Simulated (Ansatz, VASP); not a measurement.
**ZnF2 in VASP and in Ansatz**

```
CELL_PARAMETERS angstrom
4.66526 0.00000 0.00000
0.00000 4.66526 0.00000
0.00000 0.00000 3.10746
ATOMIC_POSITIONS crystal
Zn 0.00000 0.00000 0.00000
Zn 0.50000 0.50000 0.50000
F 0.30240 0.30240 0.00000
F 0.19760 0.80240 0.50000
F 0.69760 0.69760 0.00000
F 0.80240 0.19760 0.50000
```

Alike in both runs: task single point; functional PBE; k mesh 4 × 4 × 6; no spin polarisation.

|  | VASP | Ansatz |
| --- | --- | --- |
| version | VASP 6.6.1 | Ansatz 0.2.0 |
| potentials or method | VASP PAW PBE potentials, release 64 (Zn, F), cutoff 600 eV | plane waves, PAW |
| occupations | gaussian, width 0.01 eV | fixed |
| valence electrons in the cell | 52 | 52 |

```tsv
	VASP	Ansatz	Ansatz less VASP
pressure (GPa)	10.1	9.4	-0.70
traceless stress, the component that is largest in VASP (GPa)	0.94	0.75	-0.192
```
